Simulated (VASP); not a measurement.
# Al2Au (Fm-3m) in VASP: further runs

Runs on Al2Au. Level: LDA. Tasks: single point.

Everything below comes from runs of VASP 6.6.1. Logs are shortened: lines on timing, memory, paths and dates and some standing lists are left out, and cuts for length are marked.

## (1) The cell of the first run

Symmetry: Fm-3m, No. 225, cubic system. The conventional cell has a = 5.919 Å, b = 5.919 Å, c = 5.919 Å, α = 90.00°, β = 90.00°, γ = 90.00°. Within 3.4 Å of Au (site symmetry m-3m) lie 8 Al at 2.56 Å. Within 3.4 Å of Al (site symmetry -43m) lie 4 Au at 2.56 Å and 6 Al at 2.96 Å.

## (2) Single point, LDA (volume scaled by 0.96)

The input, INCAR:

```
PREC = Accurate
ENCUT = 520
EDIFF = 1E-6
ISMEAR = -1
SIGMA = 0.05
LREAL = False
LASPH = True
NELM = 100
ALGO = Normal
ISIF = 2
LWAVE = False
LCHARG = False
NBANDS = 16
```

The input, KPOINTS:

```
Automatic mesh
0
Gamma
  8 8 8
```

The input, POSCAR:

```
Al2Au
1.0
    0.0000000000      2.9594544892      2.9594544892
    2.9594544892      0.0000000000      2.9594544892
    2.9594544892      2.9594544892      0.0000000000
Au Al
1 2
Direct
    0.0000000000      0.0000000000      0.0000000000
    0.7500000000      0.7500000000      0.7500000000
    0.2500000000      0.2500000000      0.2500000000
```

Potentials or basis: VASP PAW LDA potentials, release 64 (Au, Al).

On the command line:

```bash
$ cat potpaw_LDA.64/Au/POTCAR potpaw_LDA.64/Al/POTCAR > POTCAR
$ mpirun -np 1 vasp_std > vasp.out
```

OUTCAR:

```text
PREC = Accurate
   ENCUT = 520
   EDIFF = 1E-6
   ISMEAR = -1
   LREAL = False
   LASPH = True
   NELM = 100
   ISIF = 2

 ion  position               nearest neighbor table
   1  0.000  0.000  0.000-   2 2.56   2 2.56   2 2.56   2 2.56   3 2.56   3 2.56   3 2.56   3 2.56

   2  0.750  0.750  0.750-   1 2.56   1 2.56   1 2.56   1 2.56   3 2.96   3 2.96   3 2.96   3 2.96
                             3 2.96   3 2.96
   3  0.250  0.250  0.250-   1 2.56   1 2.56   1 2.56   1 2.56   2 2.96   2 2.96   2 2.96   2 2.96
                             2 2.96   2 2.96

  LATTYP: Found a face centered cubic cell.
 ALAT       =     5.9189089784

  Lattice vectors:

 A1 = (   0.0000000000,   2.9594544892,   2.9594544892)
 A2 = (   2.9594544892,   0.0000000000,   2.9594544892)
 A3 = (   2.9594544892,   2.9594544892,   0.0000000000)

Analysis of symmetry for initial positions (statically):
=====================================================================
 Subroutine PRICEL returns:
 Original cell was already a primitive cell.

 Routine SETGRP: Setting up the symmetry group for a
 face centered cubic supercell.

 Subroutine GETGRP returns: Found 48 space group operations
 (whereof 48 operations were pure point group operations)
 out of a pool of 48 trial point group operations.

The static configuration has the point symmetry O_h .

Analysis of symmetry for dynamics (positions and initial velocities):
=====================================================================
 Subroutine PRICEL returns:
 Original cell was already a primitive cell.

 Routine SETGRP: Setting up the symmetry group for a
 face centered cubic supercell.

 Subroutine GETGRP returns: Found 48 space group operations
 (whereof 48 operations were pure point group operations)
 out of a pool of 48 trial point group operations.

The dynamic configuration has the point symmetry O_h .

 Subroutine INISYM returns: Found 48 space group operations
 (whereof 48 operations are pure point group operations),
 and found     1 'primitive' translations

----------------------------------------------------------------------------------------

                                     Primitive cell

  volume of cell :      51.8400

  direct lattice vectors                    reciprocal lattice vectors
     0.000000000  2.959454489  2.959454489    -0.168950055  0.168950055  0.168950055
     2.959454489  0.000000000  2.959454489     0.168950055 -0.168950055  0.168950055
     2.959454489  2.959454489  0.000000000     0.168950055  0.168950055 -0.168950055

  length of vectors
     4.185300676  4.185300676  4.185300676     0.292630080  0.292630080  0.292630080

  position of ions in fractional coordinates (direct lattice)
     0.000000000  0.000000000  0.000000000
     0.750000000  0.750000000  0.750000000
     0.250000000  0.250000000  0.250000000

  ion indices of the primitive-cell ions
   primitive index   ion index
                 1           1
                 2           2
                 3           3

----------------------------------------------------------------------------------------

 KPOINTS: Automatic mesh

Automatic generation of k-mesh.
 Grid dimensions read from file:
 generate k-points for:    8    8    8

 Generating k-lattice:

  Cartesian coordinates                     Fractional coordinates (reciprocal lattice)
    -0.021118757  0.021118757  0.021118757     0.125000000  0.000000000  0.000000000
     0.021118757 -0.021118757  0.021118757     0.000000000  0.125000000  0.000000000
     0.021118757  0.021118757 -0.021118757     0.000000000  0.000000000  0.125000000

  Length of vectors
     0.036578760  0.036578760  0.036578760

  Shift w.r.t. Gamma in fractional coordinates (k-lattice)
     0.000000000  0.000000000  0.000000000

 Subroutine IBZKPT returns following result:
 ===========================================

 Found     29 irreducible k-points:

 Following reciprocal coordinates:
            Coordinates               Weight
  0.000000  0.000000  0.000000      1.000000
  0.125000  0.000000  0.000000      8.000000
  0.250000  0.000000  0.000000      8.000000
  0.375000  0.000000  0.000000      8.000000
  0.500000  0.000000  0.000000      4.000000
  0.125000  0.125000  0.000000      6.000000
[... 16 lines left out ...]
  0.500000  0.250000  0.125000     48.000000
 -0.375000  0.250000  0.125000     24.000000
 [... further k-points ...]
   k-points           NKPTS =     29   k-points in BZ     NKDIM =     29   number of bands    NBANDS=     16
   number of dos      NEDOS =    301   number of ions     NIONS =      3
   total plane-waves  NPLWV =  32768
   dimension x,y,z NGX =    32 NGY =   32 NGZ =   32
   dimension x,y,z NGXF=    64 NGYF=   64 NGZF=   64
   ions per type =               1   2
   NGX,Y,Z   is equivalent  to a cutoff of  12.71, 12.71, 12.71 a.u.
   NGXF,Y,Z  is equivalent  to a cutoff of  25.42, 25.42, 25.42 a.u.
 SYSTEM =  unknown system
   PREC   = accura    normal or accurate (medium, high low for compatibility)
   ISTART =      0    job   : 0-new  1-cont  2-samecut
   ICHARG =      2    charge: 1-file 2-atom 10-const
   ISPIN  =      1    spin polarized calculation?
   LNONCOLLINEAR =      F non collinear calculations
   LSORBIT =      F    spin-orbit coupling
   LASPH  =      T    aspherical Exc in radial PAW
   ENCUT  =  520.0 eV  38.22 Ry    6.18 a.u.   7.78  7.78  7.78*2*pi/ulx,y,z
   NELM   =    100;   NELMIN=  2; NELMDL= -5     # of ELM steps
   EDIFF  = 0.1E-05   stopping-criterion for ELM
   LREAL  =      F    real-space projection
   EDIFFG = 0.1E-04   stopping-criterion for IOM
   NSW    =      0    number of steps for IOM
   IBRION =     -1    ionic relax: 0-MD 1-quasi-New 2-CG
   NFREE  =      0    steps in history (QN), initial steepest desc. (CG)
   ISIF   =      2    stress and relaxation
   ISYM   =      2    0-nonsym 1-usesym 2-fastsym
   POTIM  = 0.5000    time-step for ionic-motion
   TEBEG  =    0.0;   TEEND  =   0.0 temperature during run
   PSTRESS=    0.0 pullay stress
   NELECT =      17.0000    total number of electrons
   NUPDOWN=      -1.0000    fix difference up-down
   EMIN   =  10.00;   EMAX   =-10.00  energy-range for DOS
   EFERMI =   0.00;   METHOD = LEGACY
   ISMEAR =    -1;   SIGMA  =   0.05  broadening in eV -4-tet -1-fermi 0-gaus
   EFERMI_NEDOS =   21; number of points for ismear=-14 and -15
   IALGO  =     38    algorithm
   IMIX   =      4    mixing-type and parameters
     AMIX     =   0.40;   BMIX     =  1.00
     AMIX_MAG =   1.60;   BMIX_MAG =  1.00
  volume/ion in A,a.u.               =      17.28       116.61
  Fermi-wavevector in a.u.,A,eV,Ry     =   1.128936  2.133380 17.340590  1.274497
  Thomas-Fermi vector in A             =   2.265628
   LORBIT       =      0    0 simple, 1 ext, 2 COOP (PROOUT), +10 PAW based schemes
   GGA     = CA    functional components
   LHFCALC =     F    Hartree Fock is set to
   AEXX    =    0.0000 exact exchange contribution
   IVDW    =     0    specifies the selected vdW correction
   LEPSILON=     F    determine dielectric tensor
   LRPA    =     F    only Hartree local field effects (RPA)
 non-spin polarized calculation
  energy-cutoff  :      520.00
  volume of cell :       51.84
 maximum number of plane-waves:      1411
   NGX = 15   NGY = 15   NGZ = 15

 number of electron      17.0000000 magnetization

 Free energy of the ion-electron system (eV)
  ---------------------------------------------------
  ext. energy  EPLUGINS =         0.00000000
  ---------------------------------------------------
  free energy    TOTEN  =       -14.29315067 eV

  energy without entropy =      -14.28574906  energy(sigma->0) =      -14.28944987

 E-fermi :   8.0903     XC(G=0): -10.8942

 val. band max:        8.0007338423   @ k =   0.3750   0.1250   0.0000
 cond. band min:       8.1028432802   @ k =  -0.1250   0.1250   0.0000
 fundamental gap:      0.1021094378
 Fermi energy:         8.0903006922

 k-point     1 :       0.0000    0.0000    0.0000
  band No.  band energies     occupation
      1      -2.7686      2.00000
      2       1.2177      2.00000
      3       1.2177      2.00000
      4       1.2177      2.00000
      5       2.2278      2.00000
      6       2.2278      2.00000
[... 8 lines left out ...]
     15      13.8943      0.00000
     16      13.8943      0.00000

 k-point     2 :       0.1250    0.0000    0.0000
  band No.  band energies     occupation
      1      -2.5581      2.00000
      2       1.1532      2.00000
      3       1.2703      2.00000
      4       1.2703      2.00000
      5       2.2174      2.00000
      6       2.2174      2.00000
[... 8 lines left out ...]
     15      13.4974      0.00000
     16      13.5827      0.00000

 k-point     3 :       0.2500    0.0000    0.0000
  band No.  band energies     occupation
      1      -1.9581      2.00000
      2       1.0326      2.00000
      3       1.3811      2.00000
      4       1.3811      2.00000
      5       2.2254      2.00000
      6       2.2254      2.00000
[... 8 lines left out ...]
     15      14.5188      0.00000
     16      14.7277      0.00000

 k-point     4 :       0.3750    0.0000    0.0000
  band No.  band energies     occupation
      1      -1.1377      2.00000
      2       1.0686      2.00000
      3       1.4539      2.00000
      4       1.4539      2.00000
      5       2.3003      2.00000
      6       2.3003      2.00000
[... 8 lines left out ...]
     15      16.0763      0.00000
     16      16.3313      0.00000
[... 324 lines left out ...]
 k-point    22 :       0.3750    0.2500    0.1250
  band No.  band energies     occupation
      1      -1.4175      2.00000
      2       0.8575      2.00000
      3       1.5035      2.00000
      4       1.5654      2.00000
      5       2.0500      2.00000
      6       2.3792      2.00000
[... 8 lines left out ...]
     15      15.6396      0.00000
     16      17.0618      0.00000

 k-point    23 :       0.5000    0.2500    0.1250
  band No.  band energies     occupation
      1      -0.5945      2.00000
      2       0.8323      2.00000
      3       1.5180      2.00000
      4       1.6880      2.00000
      5       2.1962      2.00000
      6       2.3726      2.00000
[... 8 lines left out ...]
     15      16.7696      0.00000
     16      17.7382      0.00000

 k-point    24 :      -0.3750    0.2500    0.1250
  band No.  band energies     occupation
      1      -0.1427      2.00000
      2       0.9843      2.00000
      3       1.5900      2.00000
      4       1.7171      2.00000
      5       2.1621      2.00000
      6       2.4328      2.00000
[... 8 lines left out ...]
     15      15.9527      0.00000
     16      18.3863      0.00000

 [... further k-points ...]
[... 5 lines left out ...]
  --------------------------------------------------------------------------------------
  -------------------------------------------------------------------------------------
  Total        0.7985645      0.7985645      0.7985645     -0.0000000     -0.0000000      0.0000000
  in kB       24.6805927     24.6805927     24.6805927     -0.0000000     -0.0000000      0.0000000
  external PRESSURE =      24.6805927 kB  Pullay stress =       0.0000000 kB

 VOLUME and BASIS-vectors are now :
 -----------------------------------------------------------------------------
  energy-cutoff  :      520.00
  volume of cell :       51.84
      direct lattice vectors                 reciprocal lattice vectors
     0.000000000  2.959454489  2.959454489    -0.168950055  0.168950055  0.168950055
     2.959454489  0.000000000  2.959454489     0.168950055 -0.168950055  0.168950055
     2.959454489  2.959454489  0.000000000     0.168950055  0.168950055 -0.168950055

 POSITION                                       TOTAL-FORCE (eV/Angst)
 -----------------------------------------------------------------------------------
      0.00000      0.00000      0.00000        -0.000000     -0.000000     -0.000000
      4.43918      4.43918      4.43918        -0.000000     -0.000000     -0.000000
      1.47973      1.47973      1.47973         0.000000      0.000000      0.000000
 -----------------------------------------------------------------------------------
    total drift:                                0.000000     -0.000000      0.000000

  FREE ENERGIE OF THE ION-ELECTRON SYSTEM (eV)
  ---------------------------------------------------
  free  energy   TOTEN  =       -14.2931506659 eV

  energy  without entropy=      -14.2857490646  energy(sigma->0) =      -14.28944987
```

Wall time 9.9 s (1 thread of AMD EPYC 9R45 (Zen 5), shared host); peak memory 0.13 GiB.

Results:

| Property | Result |
| --- | --- |
| Free energy | -14.2932 eV |
| Pressure | 2.5 GPa |

Caveat: spin-orbit coupling is left out, which moves the levels of the heavy elements.

## (3) Single point, LDA (volume scaled by 0.98)

The input, INCAR:

```
  PREC = Accurate
  ENCUT = 520
  EDIFF = 1E-6
  ISMEAR = -1
  SIGMA = 0.05
  LREAL = F
  LASPH = T
  NELM = 100
  ALGO = Normal
  ISIF = 2
  LWAVE = F
  LCHARG = T
  GGA = CA
  LELF = T
  LVHAR = T
  NBANDS = 16
```

The input, KPOINTS:

```
regular mesh
0
Gamma
  8 8 8
```

The input, POSCAR:

```
Al2Au
1.0
    0.0000000000      2.9798651651      2.9798651651
    2.9798651651      0.0000000000      2.9798651651
    2.9798651651      2.9798651651      0.0000000000
Au Al
1 2
Direct
    0.0000000000      0.0000000000      0.0000000000
    0.7500000000      0.7500000000      0.7500000000
    0.2500000000      0.2500000000      0.2500000000
```

Potentials or basis: VASP PAW LDA potentials, release 64 (Au, Al).

On the command line:

```bash
$ cat potpaw_LDA.64/Au/POTCAR potpaw_LDA.64/Al/POTCAR > POTCAR
$ mpirun -np 1 vasp_std > vasp.out
```

Run time: 11 s. Hardware: 1 thread of AMD EPYC 9R45 (Zen 5), shared host; peak memory 0.14 GiB.

It converged, with:

| Property | Result |
| --- | --- |
| Free energy | -14.3011 eV |
| Pressure | -0.1 GPa |

Levels at points of the mesh, in eV from the Fermi level:
```csv
k point,band 6,band 7,band 8,band 9,band 10,band 11,band 12,band 13
"(0.00, 0.00, 0.00)",-5.76,2.25,2.95,2.95,2.95,4.00,4.00,4.00
"(0.50, 0.00, 0.00)",-5.64,-5.57,0.35,0.35,3.26,3.68,3.88,3.88
"(0.50, 0.50, 0.00)",-5.44,-5.12,-2.15,-2.15,1.34,2.10,7.69,9.88
```

Caveat: spin-orbit coupling is left out, which moves the levels of the heavy elements.

## (4) Single point, LDA (volume scaled by 1.02)

The input, INCAR:

```
SYSTEM = Al2Au
PREC     = Accurate       ! precision mode
ENCUT    = 520            ! plane-wave cutoff, eV
EDIFF    = 1E-7           ! SCF threshold, eV
ISMEAR   = -1             ! smearing method
SIGMA    = 0.05           ! smearing width, eV
LREAL    = .FALSE.        ! projectors in reciprocal space
LASPH    = .TRUE.         ! aspherical terms in the spheres
NELM     = 80             ! most SCF steps
ALGO     = Normal         ! electronic algorithm
ISIF     = 2              ! what is computed and relaxed
LWAVE    = .FALSE.        ! write WAVECAR
LCHARG   = .FALSE.        ! write CHGCAR
NBANDS   = 16             ! bands
```

The input, KPOINTS:

```
regular mesh
0
G
  8 8 8
  0 0 0
```

The input, POSCAR:

```
Al2Au
1.0
    0.0000000000      3.0198681287      3.0198681287
    3.0198681287      0.0000000000      3.0198681287
    3.0198681287      3.0198681287      0.0000000000
Au Al
1 2
Direct
    0.0000000000      0.0000000000      0.0000000000
    0.7500000000      0.7500000000      0.7500000000
    0.2500000000      0.2500000000      0.2500000000
```

On the command line:

```bash
$ cat potpaw_LDA.64/Au/POTCAR potpaw_LDA.64/Al/POTCAR > POTCAR
$ mpirun -np 1 vasp_std > vasp.out
```

It took 10 s on 1 thread of AMD EPYC 9R45 (Zen 5), shared host; peak memory 0.14 GiB.

The run converged. Its results:

* Free energy: -14.2695 eV
* Pressure: -4.5 GPa

Levels at points of the mesh, in eV from the Fermi level:
| k point | band 7 | band 8 | band 9 | band 10 | band 11 | band 12 |
| --- | --- | --- | --- | --- | --- | --- |
| (0.00, 0.00, 0.00) | 1.98 | 2.95 | 2.95 | 2.95 | 3.83 | 3.83 |
| (0.50, 0.00, 0.00) | -5.40 | 0.38 | 0.38 | 3.19 | 3.38 | 3.77 |
| (0.50, 0.50, 0.00) | -4.97 | -2.04 | -2.04 | 1.12 | 2.08 | 7.68 |

Caveat: spin-orbit coupling is left out, which moves the levels of the heavy elements.

## (5) The runs side by side

| cell | gap on the mesh (eV) | pressure (GPa) |
| --- | --- | --- |
| a = 4.185 Å, angles 60.0°, 3 atoms | none | 2.5 |
| a = 4.214 Å, angles 60.0°, 3 atoms | none | -0.1 |
| a = 4.271 Å, angles 60.0°, 3 atoms | none | -4.5 |

Alike in all rows: task single point; level LDA; potentials or basis VASP PAW LDA potentials, release 64 (Au, Al); no spin polarisation; k mesh 8 × 8 × 8; cutoff (eV) 520; smearing fermi-dirac 0.05 eV.

Caveats: spin-orbit coupling is left out, which moves the levels of the heavy elements.

Absolute energies hang on the potentials; compare differences alone.
